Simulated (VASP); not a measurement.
HfN, 2 atoms in the cell. It takes space group Fm-3m (No. 225, cubic). The conventional cell has a = 4.526 Å, b = 4.526 Å, c = 4.526 Å, α = 90.00°, β = 90.00°, γ = 90.00°. Hf (site symmetry m-3m) has 6 N at 2.26 Å within 3.0 Å. Within 3.0 Å of N (site symmetry m-3m) lie 6 Hf at 2.26 Å. 

```yaml
Program: VASP 6.6.1
Task: relaxation of cell and atoms
Functional: r2SCAN
Potentials_or_basis: VASP PAW PBE potentials, release 64 (Hf_pv, N)
Cutoff: 600 eV
k_mesh: 16 × 16 × 16
Occupations: fermi-dirac, width 0.15 eV
Spin: no spin polarisation
Dipole_correction: no
Further_INCAR_settings: ALGO = Normal; EDIFF = 1e-07; IBRION = 2; EDIFFG = -0.001; NSW = 80; ISIF = 3
```

Potentials or basis: VASP PAW PBE potentials, release 64 (Hf_pv, N).

Command:

```sh
$ cat potpaw_PBE.64/Hf_pv/POTCAR potpaw_PBE.64/N/POTCAR > POTCAR
$ cp INCAR.step1 INCAR
$ mpirun -np 1 vasp_std > vasp.out
$ cp INCAR.step2 INCAR
$ mpirun -np 1 vasp_std > vasp.out
```

Hardware: 1 thread of Intel(R) Xeon(R) 6975P-C (Granite Rapids) (shared host).

Task: How long does it take, and how much memory?

Result: Wall time 6.6 min on 1 thread of Intel(R) Xeon(R) 6975P-C (Granite Rapids) (shared host), peak memory 0.22 GiB. Counts: k points 145, ion steps 4.
